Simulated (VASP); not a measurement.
# C (Fmmm) in VASP: a series of runs

Runs on C. Level: PBEsol+D3(BJ). Tasks: single point.

Program: VASP 6.6.1. These are calculated values, not measurements. Logs are shortened: lines on timing, memory, paths and dates and some standing lists are left out, and cuts for length are marked.

### Step 1. The cell of the first run

The structure is orthorhombic, space group Fmmm (No. 69). Conventional cell: a = 2.480 Å, b = 4.293 Å, c = 6.707 Å, α = 90.00°, β = 90.00°, γ = 90.00°. C (site symmetry m2m) has 3 C at 1.33 to 1.48 Å within 1.8 Å.

### Step 2. Single point, PBEsol+D3(BJ) (atoms shifted along a free coordinate)

Input file INCAR:

```
PREC     = Accurate       # precision mode
ENCUT    = 520            # plane-wave cutoff, eV
EDIFF    = 1E-6           # SCF threshold, eV
ISMEAR   = 0              # smearing method
SIGMA    = 0.03           # smearing width, eV
LREAL    = F              # projectors in reciprocal space
LASPH    = T              # aspherical terms in the spheres
NELM     = 80             # most SCF steps
ALGO     = Normal         # electronic algorithm
ISIF     = 2              # what is computed and relaxed
LWAVE    = F              # write WAVECAR
LCHARG   = F              # write CHGCAR
GGA      = PS             # functional
IVDW     = 12             # dispersion correction
NBANDS   = 11             # bands
```

Input file KPOINTS:

```
regular mesh
0
Gamma
  16 16 16
```

Input file POSCAR:

```
C
1.0
    0.0000000000      2.1467349466      3.3536616560
    1.2402383360      0.0000000000      3.3536616560
    1.2402383360      2.1467349466      0.0000000000
C
2
Direct
    0.1549584640      0.8450415360      0.1549584640
    0.8450415360      0.1549584640      0.8450415360
```

Potentials or basis: VASP PAW PBE potentials, release 64 (C).

Started as:

```console
> cat potpaw_PBE.64/C/POTCAR > POTCAR
> mpirun -np 1 vasp_std > vasp.out
```

OUTCAR:

```text
PREC = Accurate
   ENCUT = 520
   EDIFF = 1E-6
   ISMEAR = 0
   LREAL = F
   LASPH = T
   NELM = 80
   ISIF = 2
   GGA = PS
   IVDW = 12
 IVDW          = 12

 ion  position               nearest neighbor table
   1  0.155  0.845  0.155-   2 1.33   2 1.48   2 1.48
   2  0.845  0.155  0.845-   1 1.33   1 1.48   1 1.48

  LATTYP: Found a face centered orthorhombic cell.
 ALAT       =     2.4804766720
 B/A-ratio  =     1.7309051690
 C/A-ratio  =     2.7040461165

  Lattice vectors:

 A1 = (   0.0000000000,   2.1467349466,   3.3536616560)
 A2 = (   1.2402383360,   0.0000000000,   3.3536616560)
 A3 = (   1.2402383360,   2.1467349466,   0.0000000000)

Analysis of symmetry for initial positions (statically):
=====================================================================
 Subroutine PRICEL returns:
 Original cell was already a primitive cell.

 Routine SETGRP: Setting up the symmetry group for a
 face centered orthorhombic supercell.

 Subroutine GETGRP returns: Found  8 space group operations
 (whereof  8 operations were pure point group operations)
 out of a pool of  8 trial point group operations.

The static configuration has the point symmetry D_2h.

Analysis of symmetry for dynamics (positions and initial velocities):
=====================================================================
 Subroutine PRICEL returns:
 Original cell was already a primitive cell.

 Routine SETGRP: Setting up the symmetry group for a
 face centered orthorhombic supercell.

 Subroutine GETGRP returns: Found  8 space group operations
 (whereof  8 operations were pure point group operations)
 out of a pool of  8 trial point group operations.

The dynamic configuration has the point symmetry D_2h.

 Subroutine INISYM returns: Found  8 space group operations
 (whereof  8 operations are pure point group operations),
 and found     1 'primitive' translations

----------------------------------------------------------------------------------------

                                     Primitive cell

  volume of cell :      17.8580

  direct lattice vectors                    reciprocal lattice vectors
     0.000000000  2.146734947  3.353661656    -0.403148319  0.232911846  0.149090770
     1.240238336  0.000000000  3.353661656     0.403148319 -0.232911846  0.149090770
     1.240238336  2.146734947  0.000000000     0.403148319  0.232911846 -0.149090770

  length of vectors
     3.981898722  3.575645065  2.479246269     0.488880919  0.488880919  0.488880919

  position of ions in fractional coordinates (direct lattice)
     0.154958464  0.845041536  0.154958464
     0.845041536  0.154958464  0.845041536

  ion indices of the primitive-cell ions
   primitive index   ion index
                 1           1
                 2           2

----------------------------------------------------------------------------------------

 KPOINTS: regular mesh

Automatic generation of k-mesh.
 Grid dimensions read from file:
 generate k-points for:   16   16   16

 Generating k-lattice:

  Cartesian coordinates                     Fractional coordinates (reciprocal lattice)
    -0.025196770  0.014556990  0.009318173     0.062500000  0.000000000  0.000000000
     0.025196770 -0.014556990  0.009318173    -0.000000000  0.062500000 -0.000000000
     0.025196770  0.014556990 -0.009318173     0.000000000  0.000000000  0.062500000

  Length of vectors
     0.030555057  0.030555057  0.030555057

  Shift w.r.t. Gamma in fractional coordinates (k-lattice)
     0.000000000  0.000000000  0.000000000

 Subroutine IBZKPT returns following result:
 ===========================================

 Found    621 irreducible k-points:

 Following reciprocal coordinates:
            Coordinates               Weight
  0.000000  0.000000  0.000000      1.000000
  0.062500  0.000000  0.000000      8.000000
  0.125000  0.000000  0.000000      8.000000
  0.187500 -0.000000 -0.000000      8.000000
  0.250000  0.000000  0.000000      8.000000
  0.312500 -0.000000 -0.000000      8.000000
[... 16 lines left out ...]
 -0.125000  0.062500  0.000000      8.000000
 -0.062500  0.062500  0.000000      4.000000
 [... further k-points ...]
   k-points           NKPTS =    621   k-points in BZ     NKDIM =    621   number of bands    NBANDS=     11
   number of dos      NEDOS =    301   number of ions     NIONS =      2
   total plane-waves  NPLWV =  15120
   dimension x,y,z NGX =    30 NGY =   28 NGZ =   18
   dimension x,y,z NGXF=    60 NGYF=   56 NGZF=   36
   ions per type =               2
   NGX,Y,Z   is equivalent  to a cutoff of  12.53, 13.02, 12.07 a.u.
   NGXF,Y,Z  is equivalent  to a cutoff of  25.05, 26.04, 24.14 a.u.
 SYSTEM =  unknown system
   PREC   = accura    normal or accurate (medium, high low for compatibility)
   ISTART =      0    job   : 0-new  1-cont  2-samecut
   ICHARG =      2    charge: 1-file 2-atom 10-const
   ISPIN  =      1    spin polarized calculation?
   LNONCOLLINEAR =      F non collinear calculations
   LSORBIT =      F    spin-orbit coupling
   LASPH  =      T    aspherical Exc in radial PAW
   ENCUT  =  520.0 eV  38.22 Ry    6.18 a.u.   7.40  6.65  4.61*2*pi/ulx,y,z
   NELM   =     80;   NELMIN=  2; NELMDL= -5     # of ELM steps
   EDIFF  = 0.1E-05   stopping-criterion for ELM
   LREAL  =      F    real-space projection
   EDIFFG = 0.1E-04   stopping-criterion for IOM
   NSW    =      0    number of steps for IOM
   IBRION =     -1    ionic relax: 0-MD 1-quasi-New 2-CG
   NFREE  =      0    steps in history (QN), initial steepest desc. (CG)
   ISIF   =      2    stress and relaxation
   ISYM   =      2    0-nonsym 1-usesym 2-fastsym
   POTIM  = 0.5000    time-step for ionic-motion
   TEBEG  =    0.0;   TEEND  =   0.0 temperature during run
   PSTRESS=    0.0 pullay stress
   NELECT =       8.0000    total number of electrons
   NUPDOWN=      -1.0000    fix difference up-down
   EMIN   =  10.00;   EMAX   =-10.00  energy-range for DOS
   EFERMI =   0.00;   METHOD = LEGACY
   ISMEAR =     0;   SIGMA  =   0.03  broadening in eV -4-tet -1-fermi 0-gaus
   EFERMI_NEDOS =   21; number of points for ismear=-14 and -15
   IALGO  =     38    algorithm
   IMIX   =      4    mixing-type and parameters
     AMIX     =   0.40;   BMIX     =  1.00
     AMIX_MAG =   1.60;   BMIX_MAG =  1.00
  volume/ion in A,a.u.               =       8.93        60.26
  Fermi-wavevector in a.u.,A,eV,Ry     =   1.252643  2.367152 21.349089  1.569114
  Thomas-Fermi vector in A             =   2.386533
   LORBIT       =      0    0 simple, 1 ext, 2 COOP (PROOUT), +10 PAW based schemes
   GGA     = PS    functional components
   LHFCALC =     F    Hartree Fock is set to
   AEXX    =    0.0000 exact exchange contribution
   IVDW    =    12    specifies the selected vdW correction
   LEPSILON=     F    determine dielectric tensor
   LRPA    =     F    only Hartree local field effects (RPA)
 non-spin polarized calculation
 Gauss-broadening in eV      SIGMA  =   0.03
  energy-cutoff  :      520.00
  volume of cell :       17.86
 maximum number of plane-waves:       500
 NGX is ok and might be reduce to    30
   NGX = 15   NGY = 13   NGZ =  9

 number of electron       7.9999999 magnetization

 Free energy of the ion-electron system (eV)
  ---------------------------------------------------
  ext. energy  EPLUGINS =         0.00000000
  ---------------------------------------------------
  free energy    TOTEN  =       -18.99116094 eV

  energy without entropy =      -18.99113076  energy(sigma->0) =      -18.99114585

 E-fermi :   4.3806     XC(G=0): -10.5053

 val. band max:        4.3721350305   @ k =  -0.0625   0.4375   0.5000
 cond. band min:       4.4069013184   @ k =  -0.0625   0.3750   0.4375
 fundamental gap:      0.0347662878
 Fermi energy:         4.3805924824

 k-point     1 :       0.0000    0.0000    0.0000
  band No.  band energies     occupation
      1     -15.0005      2.00000
      2      -1.9764      2.00000
      3       0.1148      2.00000
      4       3.0599      2.00000
      5       8.6253      0.00000
      6      10.8350      0.00000
      7      14.4405      0.00000
      8      15.8041      0.00000
      9      16.9753      0.00000
     10      26.5827      0.00000
     11      29.1977      0.00000

 k-point     2 :       0.0625    0.0000    0.0000
  band No.  band energies     occupation
      1     -14.9054      2.00000
      2      -1.8992      2.00000
      3      -0.0808      2.00000
      4       2.6616      2.00000
      5       8.7795      0.00000
      6      10.9913      0.00000
      7      14.8251      0.00000
      8      15.4892      0.00000
      9      17.0792      0.00000
     10      26.8964      0.00000
     11      28.2163      0.00000

 k-point     3 :       0.1250    0.0000    0.0000
  band No.  band energies     occupation
      1     -14.6211      2.00000
      2      -1.6668      2.00000
      3      -0.6436      2.00000
      4       1.6724      2.00000
      5       9.2428      0.00000
      6      11.3124      0.00000
      7      14.5960      0.00000
      8      15.8584      0.00000
      9      17.4695      0.00000
     10      26.2287      0.00000
     11      27.8057      0.00000
[... 267 lines left out ...]
 k-point    23 :      -0.1250    0.0625    0.0000
  band No.  band energies     occupation
      1     -14.1712      2.00000
      2      -1.5620      2.00000
      3      -1.1009      2.00000
      4       0.5177      2.00000
      5       9.6467      0.00000
      6      11.5499      0.00000
      7      13.2401      0.00000
      8      17.3120      0.00000
      9      18.2675      0.00000
     10      24.2757      0.00000
     11      28.7068      0.00000

 k-point    24 :      -0.0625    0.0625    0.0000
  band No.  band energies     occupation
      1     -14.6320      2.00000
      2      -1.5724      2.00000
      3      -0.6447      2.00000
      4       1.6748      2.00000
      5       9.0547      0.00000
      6      11.3137      0.00000
      7      14.5863      0.00000
      8      15.8581      0.00000
      9      17.4697      0.00000
     10      26.2184      0.00000
     11      27.7884      0.00000

 [... further k-points ...]

------------------------ aborting loop because EDIFF is reached ----------------------------------------

 Edisp (eV)   -0.21999

 E8    (eV) :    -0.1069

  FORCE on cell =-STRESS in cart. coord.  units (eV):
  Direction    XX          YY          ZZ          XY          YZ          ZX
  --------------------------------------------------------------------------------------
  -------------------------------------------------------------------------------------
  Total      -1.55660     0.98052    -0.05858     0.00000     0.00000     0.00000
  in kB    -139.65419    87.96952    -5.25566     0.00000     0.00000     0.00000
  external pressure =      -18.98 kB  Pullay stress =        0.00 kB

 VOLUME and BASIS-vectors are now :
 -----------------------------------------------------------------------------
  energy-cutoff  :      520.00
  volume of cell :       17.86
      direct lattice vectors                 reciprocal lattice vectors
     0.000000000  2.146734947  3.353661656    -0.403148319  0.232911846  0.149090770
     1.240238336  0.000000000  3.353661656     0.403148319 -0.232911846  0.149090770
     1.240238336  2.146734947  0.000000000     0.403148319  0.232911846 -0.149090770

 POSITION                                       TOTAL-FORCE (eV/Angst)
 -----------------------------------------------------------------------------------
      1.24024      0.66531      3.35366         0.000000      5.823815      0.000000
      1.24024      3.62816      3.35366         0.000000     -5.823815      0.000000
 -----------------------------------------------------------------------------------
    total drift:                               -0.000000     -0.000000     -0.000000

  FREE ENERGIE OF THE ION-ELECTRON SYSTEM (eV)
  ---------------------------------------------------
  free  energy   TOTEN  =       -19.2111497261 eV

  energy  without entropy=      -19.2111195508  energy(sigma->0) =      -19.21113464
```

Wall time 72 s (1 thread of AMD EPYC 9R45 (Zen 5), shared host); peak memory 0.19 GiB.

Results:

```
Free energy                : -19.2111 eV
Pressure                   : -1.9 GPa
Largest force              : 5.824 eV/Å
Band gap on the k mesh     : zero (bands 4 and 5 overlap by 0.40 eV)
Dispersion energy per atom : -0.110 eV
```

Forces in eV/Å, atoms in the order of the input:
```
C    0.000  5.824  0.000
C    0.000 -5.824  0.000
```

Stress tensor (GPa, compression positive):
```
-13.97   0.00   0.00
  0.00   8.80   0.00
  0.00   0.00  -0.53
```

Caveat: the cell differs from its parent crystal (atoms shifted along a free coordinate); the PAW data sets were made with another functional, which shifts forces and pressure a little.

### Step 3. Single point, PBEsol+D3(BJ) (atoms shifted along a free coordinate)

Input file INCAR:

```
SYSTEM = C
ALGO = Normal
EDIFF = 1E-6
ENCUT = 520
GGA = PS
ISIF = 2
ISMEAR = 0
IVDW = 12
LASPH = .True.
LCHARG = .False.
LREAL = .False.
LWAVE = .False.
NBANDS = 11
NELM = 100
PREC = Accurate
SIGMA = 0.03
```

Input file KPOINTS:

```
k-points
0
Gamma
  16 16 16
  0 0 0
```

Input file POSCAR:

```
C
1.0
    0.0000000000      2.1467349466      3.3536616560
    1.2402383360      0.0000000000      3.3536616560
    1.2402383360      2.1467349466      0.0000000000
C
2
Direct
    0.1314621586      0.8685378414      0.1314621586
    0.8685378414      0.1314621586      0.8685378414
```

Potentials or basis: VASP PAW PBE potentials, release 64 (C).

Started as:

```console
> cat potpaw_PBE.64/C/POTCAR > POTCAR
> mpirun -np 1 vasp_std > vasp.out
```

OUTCAR:

```text
SYSTEM = C
   EDIFF = 1E-6
   ENCUT = 520
   GGA = PS
   ISIF = 2
   ISMEAR = 0
   IVDW = 12
   LASPH = .True.
   LREAL = .False.
   NELM = 100
   PREC = Accurate
 IVDW          = 12

 ion  position               nearest neighbor table
   1  0.131  0.869  0.131-   2 1.13   2 1.60   2 1.60
   2  0.869  0.131  0.869-   1 1.13   1 1.60   1 1.60

  LATTYP: Found a face centered orthorhombic cell.
 ALAT       =     2.4804766720
 B/A-ratio  =     1.7309051690
 C/A-ratio  =     2.7040461165

  Lattice vectors:

 A1 = (   0.0000000000,   2.1467349466,   3.3536616560)
 A2 = (   1.2402383360,   0.0000000000,   3.3536616560)
[... 523 lines left out ...]

 Edisp (eV)   -0.22189

 E8    (eV) :    -0.1079

  FORCE on cell =-STRESS in cart. coord.  units (eV):
  Direction    XX          YY          ZZ          XY          YZ          ZX
  --------------------------------------------------------------------------------------
  -------------------------------------------------------------------------------------
  Total      -0.60384    16.75189    -0.18833    -0.00000     0.00000     0.00000
  in kB     -54.17541  1502.93979   -16.89637    -0.00000     0.00000     0.00000
  external pressure =      477.29 kB  Pullay stress =        0.00 kB

 VOLUME and BASIS-vectors are now :
 -----------------------------------------------------------------------------
  energy-cutoff  :      520.00
  volume of cell :       17.86
      direct lattice vectors                 reciprocal lattice vectors
     0.000000000  2.146734947  3.353661656    -0.403148319  0.232911846  0.149090770
     1.240238336  0.000000000  3.353661656     0.403148319 -0.232911846  0.149090770
     1.240238336  2.146734947  0.000000000     0.403148319  0.232911846 -0.149090770

 POSITION                                       TOTAL-FORCE (eV/Angst)
 -----------------------------------------------------------------------------------
      1.24024      0.56443      3.35366         0.000000     25.007807      0.000000
      1.24024      3.72904      3.35366         0.000000    -25.007807      0.000000
 -----------------------------------------------------------------------------------
    total drift:                               -0.000000     -0.000000      0.000000

  FREE ENERGIE OF THE ION-ELECTRON SYSTEM (eV)
  ---------------------------------------------------
  free  energy   TOTEN  =       -16.4144120904 eV

  energy  without entropy=      -16.4143647728  energy(sigma->0) =      -16.41438843
```

Run time: 78 s. Hardware: 1 thread of AMD EPYC 9R45 (Zen 5), shared host; peak memory 0.19 GiB.

Results:

- Free energy: -16.4144 eV
- Pressure: 47.7 GPa
- Largest force: 25.008 eV/Å
- Band gap on the k mesh: zero (bands 4 and 5 overlap by 2.57 eV)
- Dispersion energy per atom: -0.111 eV

Forces in eV/Å, atoms in the order of the input:
```
C     0.000  25.008   0.000
C     0.000 -25.008   0.000
```

Levels at points of the mesh, in eV from the Fermi level:
```
           k point  band 1  band 2  band 3  band 4  band 5  band 6  band 7  band 8  band 9
(0.00, 0.00, 0.00)  -20.12   -7.31   -7.05    1.31    2.19    3.75    9.47   11.70   15.26
(0.50, 0.00, 0.00)  -15.94  -12.47   -6.75   -4.27    3.05    3.86   11.77   12.97   16.34
(0.50, 0.50, 0.00)  -19.82   -9.21   -6.98    1.25    2.13    9.31    9.32   11.74   15.65
(0.50, 0.00, 0.50)  -16.26  -13.33   -5.69   -1.70    0.67    7.70    9.18   11.11   17.38
(0.00, 0.50, 0.50)  -16.12  -13.08   -5.75   -2.80   -1.26    7.38   13.36   14.17   17.36
```

Caveat: the cell differs from its parent crystal (atoms shifted along a free coordinate); the cell stands under pressure; the PAW data sets were made with another functional, which shifts forces and pressure a little.

### Step 4. Single point, PBEsol+D3(BJ) (atoms shifted along a free coordinate)

Input file INCAR:

```
PREC = Accurate
ENCUT = 520
EDIFF = 1E-6
ISMEAR = 0
SIGMA = 0.03
LREAL = F
LASPH = T
NELM = 100
ALGO = Normal
ISIF = 2
LWAVE = F
LCHARG = F
GGA = PS
IVDW = 12
NBANDS = 11
```

Input file KPOINTS:

```
regular mesh
0
Gamma
  16 16 16
```

Input file POSCAR:

```
C
1.0
    0.0000000000      2.1467349466      3.3536616560
    1.2402383360      0.0000000000      3.3536616560
    1.2402383360      2.1467349466      0.0000000000
C
2
Direct
    0.1784547694      0.8215452306      0.1784547694
    0.8215452306      0.1784547694      0.8215452306
```

Started as:

```console
> cat potpaw_PBE.64/C/POTCAR > POTCAR
> mpirun -np 1 vasp_std > vasp.out
```

Run time: 73 s. Hardware: 1 thread of AMD EPYC 9R45 (Zen 5), shared host; peak memory 0.19 GiB.

It converged, with:

```
Free energy                : -19.2518 eV
Pressure                   : -2.9 GPa
Largest force              : 4.579 eV/Å
Dispersion energy per atom : -0.110 eV
```

Forces in eV/Å, atoms in the order of the input:
```
C    0.000 -4.579  0.000
C    0.000  4.579  0.000
```

Stress tensor (GPa, compression positive):
```
  4.69   0.00   0.00
  0.00 -13.07   0.00
  0.00   0.00  -0.41
```

Caveat: the cell differs from its parent crystal (atoms shifted along a free coordinate); the PAW data sets were made with another functional, which shifts forces and pressure a little.

(Part 1 of 2 ends here.)
